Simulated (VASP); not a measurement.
# NiF (F-43m) in VASP: further runs

Runs on NiF. Level: PBE. Tasks: single point.

Everything below comes from runs of VASP 6.6.1. Logs are shortened: lines on timing, memory, paths and dates and some standing lists are left out, and cuts for length are marked.

## Step 1: The cell of the first run

The structure is cubic, space group F-43m (No. 216). Conventional cell: a = 4.670 Å, b = 4.670 Å, c = 4.670 Å, α = 90.00°, β = 90.00°, γ = 90.00°. Ni (site symmetry -43m) has 4 F at 2.02 Å within 2.7 Å. Within 2.7 Å of F (site symmetry -43m) lie 4 Ni at 2.02 Å.

## Step 2: Single point, PBE, collinear spin, ferromagnetic start

Contents of INCAR:

```
ALGO = Normal
EDIFF = 1E-6
ENCUT = 520
GGA = PE
ISIF = 2
ISMEAR = -1
ISPIN = 2
LASPH = T
LCHARG = F
LMAXMIX = 4
LORBIT = 11
LREAL = F
LWAVE = F
MAGMOM = 1 0
NBANDS = 20
NELM = 150
PREC = Accurate
SIGMA = 0.05
```

Contents of KPOINTS:

```
k-points
0
Gamma
  10 10 10
```

Contents of POSCAR:

```
NiF
1.0
    0.0000000000      2.3348415800      2.3348415800
    2.3348415800      0.0000000000      2.3348415800
    2.3348415800      2.3348415800      0.0000000000
Ni F
1 1
Direct
    0.0000000000      0.0000000000      0.0000000000
    0.7500000000      0.7500000000      0.7500000000
```

Potentials or basis: VASP PAW PBE potentials, release 64 (Ni, F).

Launch:

```console
$ cat potpaw_PBE.64/Ni/POTCAR potpaw_PBE.64/F/POTCAR > POTCAR
$ mpirun -np 1 vasp_std > vasp.out
```

OUTCAR:

```text
EDIFF = 1E-6
   ENCUT = 520
   GGA = PE
   ISIF = 2
   ISMEAR = -1
   ISPIN = 2
   LASPH = T
   LORBIT = 11
   LREAL = F
   NELM = 150
   PREC = Accurate

 ion  position               nearest neighbor table
   1  0.000  0.000  0.000-   2 2.02   2 2.02   2 2.02   2 2.02
   2  0.750  0.750  0.750-   1 2.02   1 2.02   1 2.02   1 2.02

  LATTYP: Found a face centered cubic cell.
 ALAT       =     4.6696831600

  Lattice vectors:

 A1 = (   0.0000000000,   2.3348415800,   2.3348415800)
 A2 = (   2.3348415800,   0.0000000000,   2.3348415800)
 A3 = (   2.3348415800,   2.3348415800,   0.0000000000)

Analysis of symmetry for initial positions (statically):
=====================================================================
 Subroutine PRICEL returns:
 Original cell was already a primitive cell.

 Routine SETGRP: Setting up the symmetry group for a
 face centered cubic supercell.

 Subroutine GETGRP returns: Found 24 space group operations
 (whereof 24 operations were pure point group operations)
 out of a pool of 48 trial point group operations.

The static configuration has the point symmetry T_d .

Analysis of symmetry for dynamics (positions and initial velocities):
=====================================================================
 Subroutine PRICEL returns:
 Original cell was already a primitive cell.

 Routine SETGRP: Setting up the symmetry group for a
 face centered cubic supercell.

 Subroutine GETGRP returns: Found 24 space group operations
 (whereof 24 operations were pure point group operations)
 out of a pool of 48 trial point group operations.

The dynamic configuration has the point symmetry T_d .

Analysis of structural, dynamic, and magnetic symmetry:
=====================================================================
 Subroutine PRICEL returns:
 Original cell was already a primitive cell.

 Routine SETGRP: Setting up the symmetry group for a
 face centered cubic supercell.

 Subroutine GETGRP returns: Found 24 space group operations
 (whereof 24 operations were pure point group operations)
 out of a pool of 48 trial point group operations.

The overall configuration has the point symmetry T_d .

 Subroutine INISYM returns: Found 24 space group operations
 (whereof 24 operations are pure point group operations),
 and found     1 'primitive' translations

----------------------------------------------------------------------------------------

                                     Primitive cell

  volume of cell :      25.4567

  direct lattice vectors                    reciprocal lattice vectors
     0.000000000  2.334841580  2.334841580    -0.214147291  0.214147291  0.214147291
     2.334841580  0.000000000  2.334841580     0.214147291 -0.214147291  0.214147291
     2.334841580  2.334841580  0.000000000     0.214147291  0.214147291 -0.214147291

  length of vectors
     3.301964628  3.301964628  3.301964628     0.370913989  0.370913989  0.370913989

  position of ions in fractional coordinates (direct lattice)
     0.000000000  0.000000000  0.000000000
     0.750000000  0.750000000  0.750000000

  ion indices of the primitive-cell ions
   primitive index   ion index
                 1           1
                 2           2

----------------------------------------------------------------------------------------

 KPOINTS: k-points

Automatic generation of k-mesh.
 Grid dimensions read from file:
 generate k-points for:   10   10   10

 Generating k-lattice:

  Cartesian coordinates                     Fractional coordinates (reciprocal lattice)
    -0.021414729  0.021414729  0.021414729     0.100000000  0.000000000  0.000000000
     0.021414729 -0.021414729  0.021414729     0.000000000  0.100000000  0.000000000
     0.021414729  0.021414729 -0.021414729     0.000000000  0.000000000  0.100000000

  Length of vectors
     0.037091399  0.037091399  0.037091399

  Shift w.r.t. Gamma in fractional coordinates (k-lattice)
     0.000000000  0.000000000  0.000000000

 Subroutine IBZKPT returns following result:
 ===========================================

 Found     47 irreducible k-points:

 Following reciprocal coordinates:
            Coordinates               Weight
  0.000000  0.000000  0.000000      1.000000
  0.100000  0.000000  0.000000      8.000000
  0.200000  0.000000  0.000000      8.000000
  0.300000  0.000000  0.000000      8.000000
  0.400000  0.000000  0.000000      8.000000
  0.500000  0.000000  0.000000      4.000000
[... 16 lines left out ...]
  0.300000  0.300000  0.000000      6.000000
  0.400000  0.300000  0.000000     24.000000
 [... further k-points ...]
   k-points           NKPTS =     47   k-points in BZ     NKDIM =     47   number of bands    NBANDS=     20
   number of dos      NEDOS =    301   number of ions     NIONS =      2
   total plane-waves  NPLWV =  21952
   dimension x,y,z NGX =    28 NGY =   28 NGZ =   28
   dimension x,y,z NGXF=    56 NGYF=   56 NGZF=   56
   ions per type =               1   1
   NGX,Y,Z   is equivalent  to a cutoff of  14.10, 14.10, 14.10 a.u.
   NGXF,Y,Z  is equivalent  to a cutoff of  28.19, 28.19, 28.19 a.u.
 SYSTEM =  unknown system
   PREC   = accura    normal or accurate (medium, high low for compatibility)
   ISTART =      0    job   : 0-new  1-cont  2-samecut
   ICHARG =      2    charge: 1-file 2-atom 10-const
   ISPIN  =      2    spin polarized calculation?
   LNONCOLLINEAR =      F non collinear calculations
   LSORBIT =      F    spin-orbit coupling
   LASPH  =      T    aspherical Exc in radial PAW
   ENCUT  =  520.0 eV  38.22 Ry    6.18 a.u.   6.14  6.14  6.14*2*pi/ulx,y,z
   NELM   =    150;   NELMIN=  2; NELMDL= -5     # of ELM steps
   EDIFF  = 0.1E-05   stopping-criterion for ELM
   LREAL  =      F    real-space projection
   EDIFFG = 0.1E-04   stopping-criterion for IOM
   NSW    =      0    number of steps for IOM
   IBRION =     -1    ionic relax: 0-MD 1-quasi-New 2-CG
   NFREE  =      0    steps in history (QN), initial steepest desc. (CG)
   ISIF   =      2    stress and relaxation
   ISYM   =      2    0-nonsym 1-usesym 2-fastsym
   POTIM  = 0.5000    time-step for ionic-motion
   TEBEG  =    0.0;   TEEND  =   0.0 temperature during run
   PSTRESS=    0.0 pullay stress
   NELECT =      17.0000    total number of electrons
   NUPDOWN=      -1.0000    fix difference up-down
   EMIN   =  10.00;   EMAX   =-10.00  energy-range for DOS
   EFERMI =   0.00;   METHOD = LEGACY
   ISMEAR =    -1;   SIGMA  =   0.05  broadening in eV -4-tet -1-fermi 0-gaus
   EFERMI_NEDOS =   21; number of points for ismear=-14 and -15
   IALGO  =     38    algorithm
   IMIX   =      4    mixing-type and parameters
     AMIX     =   0.40;   BMIX     =  1.00
     AMIX_MAG =   1.60;   BMIX_MAG =  1.00
  volume/ion in A,a.u.               =      12.73        85.90
  Fermi-wavevector in a.u.,A,eV,Ry     =   1.430948  2.704099 27.859438  2.047611
  Thomas-Fermi vector in A             =   2.550737
   LORBIT       =     11    0 simple, 1 ext, 2 COOP (PROOUT), +10 PAW based schemes
   GGA     = PE    functional components
   LHFCALC =     F    Hartree Fock is set to
   AEXX    =    0.0000 exact exchange contribution
   IVDW    =     0    specifies the selected vdW correction
   LEPSILON=     F    determine dielectric tensor
   LRPA    =     F    only Hartree local field effects (RPA)
 spin polarized calculation
  energy-cutoff  :      520.00
  volume of cell :       25.46
 maximum number of plane-waves:       701
 NGX is ok and might be reduce to    28
   NGX = 13   NGY = 13   NGZ = 13

 number of electron      17.0000004 magnetization       1.1623713

 Free energy of the ion-electron system (eV)
  ---------------------------------------------------
  ext. energy  EPLUGINS =         0.00000000
  ---------------------------------------------------
  free energy    TOTEN  =        -8.16302170 eV

  energy without entropy =       -8.12384628  energy(sigma->0) =       -8.14343399

 E-fermi :   5.0378     XC(G=0): -10.5055

 val. band max:        5.0326441042   @ k =   0.4000   0.3000   0.0000
 cond. band min:       5.0395822669   @ k =  -0.4000   0.3000   0.0000
 fundamental gap:      0.0069381627
 Fermi energy:         5.0377824825

 spin component 1

 k-point     1 :       0.0000    0.0000    0.0000
  band No.  band energies     occupation
      1     -21.0074      1.00000
      2      -2.6318      1.00000
      3      -2.6318      1.00000
      4      -2.6318      1.00000
      5       2.8572      1.00000
      6       3.3332      1.00000
[... 12 lines left out ...]
     19      26.4270      0.00000
     20      27.1575      0.00000
[... 507 lines left out ...]
 k-point    24 :       0.4000    0.3000    0.0000
  band No.  band energies     occupation
      1     -20.7941      1.00000
      2      -3.4726      1.00000
      3      -2.5928      1.00000
      4      -2.5488      1.00000
      5       2.7050      1.00000
      6       3.4034      1.00000
[... 12 lines left out ...]
     19      31.7223      0.00000
     20      32.5127      0.00000

 [... further k-points ...]

 spin component 2

 k-point     1 :       0.0000    0.0000    0.0000
  band No.  band energies     occupation
      1     -20.8722      1.00000
      2      -2.3792      1.00000
      3      -2.3792      1.00000
      4      -2.3792      1.00000
      5       2.8358      1.00000
      6       4.0457      1.00000
[... 12 lines left out ...]
     19      26.4983      0.00000
     20      26.9433      0.00000
[... 507 lines left out ...]
 k-point    24 :       0.4000    0.3000    0.0000
  band No.  band energies     occupation
      1     -20.6540      1.00000
      2      -3.3286      1.00000
      3      -2.4131      1.00000
      4      -2.3640      1.00000
      5       3.6657      1.00000
      6       4.2539      1.00000
[... 12 lines left out ...]
     19      31.8510      0.00000
     20      32.5107      0.00000

 [... further k-points ...]

------------------------ aborting loop because EDIFF is reached ----------------------------------------

  FORCE on cell =-STRESS in cart. coord.  units (eV):
  Direction    XX          YY          ZZ          XY          YZ          ZX
  --------------------------------------------------------------------------------------
  -------------------------------------------------------------------------------------
  Total        1.1454881      1.1454881      1.1454881     -0.0000000      0.0000000     -0.0000000
  in kB       72.0939637     72.0939637     72.0939637     -0.0000000      0.0000000     -0.0000000
  external PRESSURE =      72.0939637 kB  Pullay stress =       0.0000000 kB

 VOLUME and BASIS-vectors are now :
 -----------------------------------------------------------------------------
  energy-cutoff  :      520.00
  volume of cell :       25.46
      direct lattice vectors                 reciprocal lattice vectors
     0.000000000  2.334841580  2.334841580    -0.214147291  0.214147291  0.214147291
     2.334841580  0.000000000  2.334841580     0.214147291 -0.214147291  0.214147291
     2.334841580  2.334841580  0.000000000     0.214147291  0.214147291 -0.214147291

 POSITION                                       TOTAL-FORCE (eV/Angst)
 -----------------------------------------------------------------------------------
      0.00000      0.00000      0.00000        -0.000000     -0.000000     -0.000000
      3.50226      3.50226      3.50226         0.000000      0.000000      0.000000
 -----------------------------------------------------------------------------------
    total drift:                                0.000000      0.000000      0.000000

  FREE ENERGIE OF THE ION-ELECTRON SYSTEM (eV)
  ---------------------------------------------------
  free  energy   TOTEN  =        -8.1630217008 eV

  energy  without entropy=       -8.1238462842  energy(sigma->0) =       -8.14343399

 total charge

# of ion       s       p       d       tot
------------------------------------------
    1        0.259   0.274   8.411   8.944
    2        1.747   4.324   0.000   6.071
--------------------------------------------------
tot          2.006   4.598   8.411  15.015

 magnetization (x)

# of ion       s       p       d       tot
------------------------------------------
    1       -0.002  -0.002   1.135   1.131
    2        0.000   0.074   0.000   0.074
--------------------------------------------------
tot         -0.002   0.073   1.135   1.205
```

Wall time 97 s (1 thread of Intel Xeon Platinum 8259CL at 2.50GHz (Skylake/Cascade Lake), shared host); peak memory 0.19 GiB.

Results:

| Property | Result |
| --- | --- |
| Free energy | -8.1630 eV |
| Pressure | 7.2 GPa |
| Net moment | 1.16 μB per cell |
| Site moments | Ni +1.13; F +0.07 μB |
| Valence electrons inside the program's atomic spheres | Ni 8.94; F 6.07 |

Caveat: the cell stands under pressure; a cell with one magnetic atom can't hold antiferromagnetic order, which such compounds often take; semilocal functionals often make such compounds metallic where correlation or magnetic order opens a gap, which also shifts bond lengths. With open d or f shells a metallic result of PBE can be an artefact of self-interaction; +U or a hybrid may open a gap.

## Step 3: Single point, PBE, collinear spin, ferromagnetic start (12.98 Å³/atom)

This run uses another cell than the first one, of 12.98 Å³/atom.

Contents of INCAR:

```
SYSTEM = NiF
ALGO = Normal ; EDIFF = 1E-6
ENCUT = 520 ; GGA = PE
ISIF = 2 ; ISMEAR = -1
ISPIN = 2 ; LASPH = .TRUE.
LCHARG = .FALSE. ; LMAXMIX = 4
LORBIT = 11 ; LREAL = .FALSE.
LWAVE = .FALSE. ; MAGMOM = 1 0
NBANDS = 20 ; NELM = 150
PREC = Accurate ; SIGMA = 0.05
```

Contents of KPOINTS:

```
k-points
0
G
  10 10 10
  0 0 0
```

Contents of POSCAR:

```
NiF
1.0
    0.0000000000      2.3503045577      2.3503045577
    2.3503045577      0.0000000000      2.3503045577
    2.3503045577      2.3503045577      0.0000000000
Ni F
1 1
Direct
    0.0000000000      0.0000000000      0.0000000000
    0.7500000000      0.7500000000      0.7500000000
```

Potentials or basis: VASP PAW PBE potentials, release 64 (Ni, F).

Launch:

```console
$ cat potpaw_PBE.64/Ni/POTCAR potpaw_PBE.64/F/POTCAR > POTCAR
$ mpirun -np 1 vasp_std > vasp.out
```

It took 96 s on 1 thread of Intel Xeon Platinum 8259CL at 2.50GHz (Skylake/Cascade Lake), shared host; peak memory 0.19 GiB.

Results (log left out):

```yaml
Free_energy: -8.1839 eV
Pressure: 5.4 GPa
Net_moment: 1.17 μB per cell
Site_moments: Ni +1.14; F +0.07 μB
Valence_electrons_inside_the_program's_atomic_spheres: Ni 8.92; F 6.07
```

Levels at points of the mesh, in eV from the Fermi level:
Spin up:
```tsv
k point	band 6	band 7	band 8	band 9	band 10	band 11	band 12	band 13
(0.00, 0.00, 0.00)	-1.68	-1.68	-0.95	-0.95	-0.95	12.71	12.71	12.71
(0.50, 0.00, 0.00)	-1.63	-1.63	-1.28	-1.28	3.40	4.22	12.21	12.21
(0.50, 0.50, 0.00)	-1.65	-1.55	-1.55	-1.44	3.93	6.25	9.90	11.25
```
Spin down:
| k point | band 6 | band 7 | band 8 | band 9 | band 10 | band 11 |
| --- | --- | --- | --- | --- | --- | --- |
| (0.00, 0.00, 0.00) | -0.97 | -0.97 | 0.37 | 0.37 | 0.37 | 12.83 |
| (0.50, 0.00, 0.00) | -0.89 | -0.81 | 0.06 | 0.06 | 3.49 | 4.32 |
| (0.50, 0.50, 0.00) | -1.00 | -0.70 | -0.12 | -0.12 | 4.07 | 6.47 |

Caveat: the cell stands under pressure; a cell with one magnetic atom can't hold antiferromagnetic order, which such compounds often take; semilocal functionals often make such compounds metallic where correlation or magnetic order opens a gap, which also shifts bond lengths. With open d or f shells a metallic result of PBE can be an artefact of self-interaction; +U or a hybrid may open a gap.

[end of part 1 of 2]
